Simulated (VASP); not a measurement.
# ReS3 (P4/mmm) in VASP: notebook, part 2 of 2

VASP 6.6.1. The steps go on from the part before.

## Step 3: Relaxation of cell and atoms, PBE

This run uses another cell than the first one, of 23.18 Å³/atom.

The input, INCAR:

```
SYSTEM = ReS3
PREC     = Accurate       ! precision mode
ENCUT    = 600            ! plane-wave cutoff, eV
EDIFF    = 1E-7           ! SCF threshold, eV
ISMEAR   = 0              ! smearing method
SIGMA    = 0.1            ! smearing width, eV
LREAL    = .FALSE.        ! projectors in reciprocal space
LASPH    = .TRUE.         ! aspherical terms in the spheres
NELM     = 80             ! most SCF steps
ALGO     = Normal         ! electronic algorithm
ISIF     = 3              ! what is computed and relaxed
LWAVE    = .FALSE.        ! write WAVECAR
LCHARG   = .FALSE.        ! write CHGCAR
GGA      = PE             ! functional
IBRION   = 2              ! ionic algorithm
NSW      = 100            ! ionic steps
EDIFFG   = -0.01          ! ionic threshold
```

The input, KPOINTS:

```
regular mesh
0
G
  14 14 6
  0 0 0
```

The input, POSCAR:

```
ReS3
1.0
    3.3005676273      0.0000000000      0.0000000000
    0.0000000000      3.3005676273      0.0000000000
    0.0000000000      0.0000000000      8.5095106237
Re S
1 3
Direct
    0.0000000000      0.0000000000      0.0000000000
    0.0000000000      0.5000000000      0.5000000000
    0.5000000000      0.0000000000      0.5000000000
    0.5000000000      0.5000000000      0.0000000000
```

Potentials or basis: VASP PAW PBE potentials, release 64 (Re, S).

Run with:

```bash
cat potpaw_PBE.64/Re/POTCAR potpaw_PBE.64/S/POTCAR > POTCAR
mpirun -np 1 vasp_std > vasp.out
```

OUTCAR:

```text
SYSTEM = ReS3
   PREC = Accurate
   ENCUT = 600
   EDIFF = 1E-7
   ISMEAR = 0
   LREAL = .FALSE.
   LASPH = .TRUE.
   NELM = 80
   ISIF = 3
   GGA = PE
   IBRION = 2
   NSW = 100
   EDIFFG = -0.01

 ion  position               nearest neighbor table
   1  0.000  0.000  0.000-   4 2.33   4 2.33   4 2.33   4 2.33
   2  0.000  0.500  0.500-   3 2.33   3 2.33   3 2.33   3 2.33
   3  0.500  0.000  0.500-   2 2.33   2 2.33   2 2.33   2 2.33
   4  0.500  0.500  0.000-   1 2.33   1 2.33   1 2.33   1 2.33

  LATTYP: Found a simple tetragonal cell.
 ALAT       =     3.3005676273
 C/A-ratio  =     2.5781961119

  Lattice vectors:

 A1 = (   3.3005676273,   0.0000000000,   0.0000000000)
 A2 = (   0.0000000000,   3.3005676273,   0.0000000000)
 A3 = (   0.0000000000,   0.0000000000,   8.5095106237)

Analysis of symmetry for initial positions (statically):
=====================================================================
 Subroutine PRICEL returns:
 Original cell was already a primitive cell.

 Routine SETGRP: Setting up the symmetry group for a
 simple tetragonal supercell.

 Subroutine GETGRP returns: Found 16 space group operations
 (whereof 16 operations were pure point group operations)
 out of a pool of 16 trial point group operations.

The static configuration has the point symmetry D_4h.

Analysis of symmetry for dynamics (positions and initial velocities):
=====================================================================
 Subroutine PRICEL returns:
 Original cell was already a primitive cell.

 Routine SETGRP: Setting up the symmetry group for a
 simple tetragonal supercell.

 Subroutine GETGRP returns: Found 16 space group operations
 (whereof 16 operations were pure point group operations)
 out of a pool of 16 trial point group operations.

The dynamic configuration has the point symmetry D_4h.

 Subroutine INISYM returns: Found 16 space group operations
 (whereof 16 operations are pure point group operations),
 and found     1 'primitive' translations

----------------------------------------------------------------------------------------

                                     Primitive cell

  volume of cell :      92.7005

  direct lattice vectors                    reciprocal lattice vectors
     3.300567627  0.000000000  0.000000000     0.302978188  0.000000000  0.000000000
     0.000000000  3.300567627  0.000000000     0.000000000  0.302978188  0.000000000
     0.000000000  0.000000000  8.509510624     0.000000000  0.000000000  0.117515571

  length of vectors
     3.300567627  3.300567627  8.509510624     0.302978188  0.302978188  0.117515571

  position of ions in fractional coordinates (direct lattice)
     0.000000000  0.000000000  0.000000000
     0.000000000  0.500000000  0.500000000
     0.500000000  0.000000000  0.500000000
     0.500000000  0.500000000  0.000000000

  ion indices of the primitive-cell ions
   primitive index   ion index
                 1           1
                 2           2
                 3           3
                 4           4

----------------------------------------------------------------------------------------
[... 30 lines left out ...]
  0.214286  0.000000  0.000000      4.000000
  0.285714  0.000000  0.000000      4.000000
  0.357143  0.000000  0.000000      4.000000
[... 16 lines left out ...]
  0.285714  0.214286  0.000000      8.000000
  0.357143  0.214286  0.000000      8.000000
 [... further k-points ...]
   k-points           NKPTS =    144   k-points in BZ     NKDIM =    144   number of bands    NBANDS=     16
   number of dos      NEDOS =    301   number of ions     NIONS =      4
   total plane-waves  NPLWV =  54880
   dimension x,y,z NGX =    28 NGY =   28 NGZ =   70
   dimension x,y,z NGXF=    56 NGYF=   56 NGZF=  140
   ions per type =               1   3
   NGX,Y,Z   is equivalent  to a cutoff of  14.10, 14.10, 13.68 a.u.
   NGXF,Y,Z  is equivalent  to a cutoff of  28.21, 28.21, 27.35 a.u.
 SYSTEM =  ReS3
   PREC   = accura    normal or accurate (medium, high low for compatibility)
   ISTART =      0    job   : 0-new  1-cont  2-samecut
   ICHARG =      2    charge: 1-file 2-atom 10-const
   ISPIN  =      1    spin polarized calculation?
   LNONCOLLINEAR =      F non collinear calculations
   LSORBIT =      F    spin-orbit coupling
   LASPH  =      T    aspherical Exc in radial PAW
   ENCUT  =  600.0 eV  44.10 Ry    6.64 a.u.   6.59  6.59 17.00*2*pi/ulx,y,z
   NELM   =     80;   NELMIN=  2; NELMDL= -5     # of ELM steps
   EDIFF  = 0.1E-06   stopping-criterion for ELM
   LREAL  =      F    real-space projection
   EDIFFG = -.1E-01   stopping-criterion for IOM
   NSW    =    100    number of steps for IOM
   IBRION =      2    ionic relax: 0-MD 1-quasi-New 2-CG
   NFREE  =      1    steps in history (QN), initial steepest desc. (CG)
   ISIF   =      3    stress and relaxation
   ISYM   =      2    0-nonsym 1-usesym 2-fastsym
   POTIM  = 0.5000    time-step for ionic-motion
   TEBEG  =    0.0;   TEEND  =   0.0 temperature during run
   PSTRESS=    0.0 pullay stress
   NELECT =      25.0000    total number of electrons
   NUPDOWN=      -1.0000    fix difference up-down
   EMIN   =  10.00;   EMAX   =-10.00  energy-range for DOS
   EFERMI =   0.00;   METHOD = LEGACY
   ISMEAR =     0;   SIGMA  =   0.10  broadening in eV -4-tet -1-fermi 0-gaus
   EFERMI_NEDOS =   21; number of points for ismear=-14 and -15
   IALGO  =     38    algorithm
   IMIX   =      4    mixing-type and parameters
     AMIX     =   0.40;   BMIX     =  1.00
     AMIX_MAG =   1.60;   BMIX_MAG =  1.00
  volume/ion in A,a.u.               =      23.18       156.39
  Fermi-wavevector in a.u.,A,eV,Ry     =   1.057696  1.998756 15.221122  1.118721
  Thomas-Fermi vector in A             =   2.192978
   LORBIT       =      0    0 simple, 1 ext, 2 COOP (PROOUT), +10 PAW based schemes
   GGA     = PE    functional components
   LHFCALC =     F    Hartree Fock is set to
   AEXX    =    0.0000 exact exchange contribution
   IVDW    =     0    specifies the selected vdW correction
   LEPSILON=     F    determine dielectric tensor
   LRPA    =     F    only Hartree local field effects (RPA)
 conjugate gradient relaxation of ions
 non-spin polarized calculation
 Gauss-broadening in eV      SIGMA  =   0.10
  energy-cutoff  :      600.00
  volume of cell :       92.70
 maximum number of plane-waves:      3125
 NGX is ok and might be reduce to    28
   NGX = 13   NGY = 13   NGZ = 33

--------------------------------------- Ionic step        1  -------------------------------------------

 number of electron      25.0000000 magnetization

 Free energy of the ion-electron system (eV)
  ---------------------------------------------------
  ext. energy  EPLUGINS =         0.00000000
  ---------------------------------------------------
  free energy    TOTEN  =       -20.88964829 eV

  energy without entropy =      -20.85575463  energy(sigma->0) =      -20.87270146

------------------------ aborting loop because EDIFF is reached ----------------------------------------

  FORCE on cell =-STRESS in cart. coord.  units (eV):
  Direction    XX          YY          ZZ          XY          YZ          ZX
  --------------------------------------------------------------------------------------
  -------------------------------------------------------------------------------------
  Total        0.3549163      0.3549163     -0.0078853      0.0000000      0.0000000      0.0000000
  in kB        6.1341546      6.1341546     -0.1362848      0.0000000      0.0000000      0.0000000
  external PRESSURE =       4.0440082 kB  Pullay stress =       0.0000000 kB
[... 63 lines left out ...]
--------------------------------------- Ionic step        3  -------------------------------------------

 number of electron      25.0000000 magnetization

 Free energy of the ion-electron system (eV)
  ---------------------------------------------------
  ext. energy  EPLUGINS =         0.00000000
  ---------------------------------------------------
  free energy    TOTEN  =       -20.89020310 eV

  energy without entropy =      -20.85618133  energy(sigma->0) =      -20.87319221

 E-fermi :   3.5128     XC(G=0):  -9.1202

 val. band max:        3.5103963926   @ k =   0.5000   0.2143   0.3333
 cond. band min:       3.5191471902   @ k =   0.3571   0.3571   0.3333
 fundamental gap:      0.0087507976
 Fermi energy:         3.5127807011

 k-point     1 :       0.0000    0.0000    0.0000
  band No.  band energies     occupation
      1     -13.3483      2.00000
      2     -12.2898      2.00000
      3      -4.0956      2.00000
      4      -1.7627      2.00000
      5      -1.5936      2.00000
      6      -1.5936      2.00000
[... 433 lines left out ...]
      3      -8.3923      2.00000
      4      -4.1741      2.00000
      5      -3.0598      2.00000
      6      -2.3946      2.00000
[... 8 lines left out ...]
     15       5.1860      0.00000
     16       5.8090      0.00000

 [... further k-points ...]
[... 5 lines left out ...]
  --------------------------------------------------------------------------------------
  -------------------------------------------------------------------------------------
  Total        0.0033626      0.0033626     -0.0133277      0.0000000      0.0000000      0.0000000
  in kB        0.0579354      0.0579354     -0.2296305      0.0000000      0.0000000      0.0000000
  external PRESSURE =      -0.0379199 kB  Pullay stress =       0.0000000 kB
[... 19 lines left out ...]
  FREE ENERGIE OF THE ION-ELECTRON SYSTEM (eV)
  ---------------------------------------------------
  free  energy   TOTEN  =       -20.8902030956 eV

  energy  without entropy=      -20.8561813328  energy(sigma->0) =      -20.87319221

 reached required accuracy - stopping structural energy minimisation
```

It took 4.7 min on 1 thread of Intel Xeon 6975P-C (Granite Rapids), shared host; peak memory 0.42 GiB.

What came out:

| Quantity | Value |
| --- | --- |
| Free energy | -20.8902 eV |
| Relaxed volume | 23.25 Å³/atom |
| Relaxed cell | a = 3.306 Å, b = 3.306 Å, c = 8.509 Å, α = 90.00°, β = 90.00°, γ = 90.00° |
| Space group after relaxing (to 0.1 Å) | P4/mmm (No. 123) |
| Energy gained by relaxing | 0.1 meV/atom |
| Ionic steps | 3 |
| Pressure after relaxing | 0.0 GPa |
| Band gap on the k mesh | zero (an odd number of electrons rules out a gap without spin polarisation) |

The path:
| step | energy change (eV) | largest force (eV/Å) | pressure (GPa) | volume (Å³) |
| --- | --- | --- | --- | --- |
| 1 | 0.0000 | 0.0000 | 0.40 | 92.70 |
| 2 | 0.0010 | 0.0000 | -0.68 | 93.49 |
| 3 | -0.0006 | 0.0000 | 0.00 | 92.99 |

Final structure:
```yaml
crystal:
  lattice:
    - [3.30578, 0.00000, 0.00000]
    - [0.00000, 3.30578, 0.00000]
    - [0.00000, 0.00000, 8.50921]
  atoms:
    - { symbol: Re, position: [0.00000, 0.00000, 0.00000] }
    - { symbol: S, position: [0.00000, 0.50000, 0.50000] }
    - { symbol: S, position: [0.50000, 0.00000, 0.50000] }
    - { symbol: S, position: [0.50000, 0.50000, 0.00000] }
```

Levels at points of the mesh, in eV from the Fermi level:
| k point | band 10 | band 11 | band 12 | band 13 | band 14 | band 15 |
| --- | --- | --- | --- | --- | --- | --- |
| (0.00, 0.00, 0.00) | -2.98 | -2.04 | -1.03 | -0.22 | -0.22 | 1.62 |
| (0.50, 0.00, 0.00) | -2.17 | -0.33 | -0.33 | -0.22 | 0.21 | 0.41 |
| (0.50, 0.50, 0.00) | -2.00 | -1.35 | -1.35 | -0.04 | 0.91 | 1.26 |
| (0.00, 0.00, 0.50) | -2.98 | -2.04 | -0.77 | -0.22 | -0.22 | 1.62 |
| (0.50, 0.00, 0.50) | -2.17 | -0.33 | -0.32 | -0.10 | 0.22 | 0.44 |
| (0.50, 0.50, 0.50) | -1.91 | -1.46 | -1.46 | -0.05 | 0.91 | 1.22 |

Caveat: spin-orbit coupling is left out, which moves the levels of the heavy elements.
